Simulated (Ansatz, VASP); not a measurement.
One calculation of ZnS, two programs

Contents of INCAR:

```
PREC = Accurate ; ENCUT = 520
EDIFF = 1E-6 ; ISMEAR = -1
SIGMA = 0.05 ; LREAL = F
LASPH = T ; NELM = 60
ALGO = Normal ; ISIF = 2
LWAVE = F ; LCHARG = F
GGA = B5 ; ALDAX = 1.0
AGGAX = 1.0 ; AGGAC = 1.0
ALDAC = 0.0 ; IVDW = 12
VDW_S6 = 1.0 ; VDW_S8 = 2.6996
VDW_A1 = 0.4298 ; VDW_A2 = 4.2359
NBANDS = 66
```

The input KPOINTS:

```
regular mesh
0
Gamma
  8 8 2
```

Contents of POSCAR:

```
ZnS
1.0
    3.8120000000      0.0000000000      0.0000000000
   -1.9060000000      3.3012888392      0.0000000000
    0.0000000000      0.0000000000     18.6899900000
Zn S
6 6
Direct
    0.3333333333      0.6666666667      0.8333300000
    0.6666666667      0.3333333333      0.3333300000
    0.6666666667      0.3333333333      0.6666700000
    0.3333333333      0.6666666667      0.1666700000
    0.0000000000      0.0000000000      0.5000000000
    0.0000000000      0.0000000000      0.0000000000
    0.3333333333      0.6666666667      0.9583300000
    0.6666666667      0.3333333333      0.4583300000
    0.6666666667      0.3333333333      0.7916700000
    0.3333333333      0.6666666667      0.2916700000
    0.0000000000      0.0000000000      0.6250000000
    0.0000000000      0.0000000000      0.1250000000
```

File input.yaml:

```yaml
crystal:
  lattice:
    - [3.812, 0.0, 0.0]
    - [-1.906, 3.3012888392, 0.0]
    - [0.0, 0.0, 18.68999]
  atoms:
    - { symbol: Zn, position: [0.3333333333, 0.6666666667, 0.83333] }
    - { symbol: Zn, position: [0.6666666667, 0.3333333333, 0.33333] }
    - { symbol: Zn, position: [0.6666666667, 0.3333333333, 0.66667] }
    - { symbol: Zn, position: [0.3333333333, 0.6666666667, 0.16667] }
    - { symbol: Zn, position: [0.0, 0.0, 0.5] }
    - { symbol: Zn, position: [0.0, 0.0, 0.0] }
    - { symbol: S, position: [0.3333333333, 0.6666666667, 0.95833] }
    - { symbol: S, position: [0.6666666667, 0.3333333333, 0.45833] }
    - { symbol: S, position: [0.6666666667, 0.3333333333, 0.79167] }
    - { symbol: S, position: [0.3333333333, 0.6666666667, 0.29167] }
    - { symbol: S, position: [0.0, 0.0, 0.625] }
    - { symbol: S, position: [0.0, 0.0, 0.125] }
hamiltonian:
  xc: blyp
  pseudopotentials: { kind: paw }
  dispersion: d3bj
kpoints:
  mp_grid: { grid: [8, 8, 2] }
scf:
  occupations: { method: fermi_dirac, width: 0.05 }
output:
  forces: true
  stress: true
  eigenvalues: true
```

Alike in both runs: task single point; functional BLYP; dispersion D3(BJ); k mesh 8 × 8 × 2; occupations fermi-dirac, width 0.05 eV; no spin polarisation.

```csv
,VASP,Ansatz
version,VASP 6.6.1,Ansatz 0.2.0
potentials or method,"VASP PAW PBE potentials, release 64 (Zn, S)",Ansatz PAW
plane-wave cutoff (eV),520,420
valence electrons in the cell,108,108
```

```tsv
	VASP	Ansatz	Ansatz less VASP
gap on the k mesh at the Fermi level (eV)	2.18	2.14	-0.034
least direct gap on the mesh (eV)	2.18	2.14	-0.034
pressure (GPa)	-0.1	-0.3	-0.16
traceless stress, the component that is largest in VASP (GPa)	0.10	0.10	-0.001
rms of the force components (eV/Å)	0.015	0.015	-0.0003
```

VASP's potentials were made for PBE, not for BLYP. Atom by atom the forces differ by 0.001 eV/Å (rms over components).
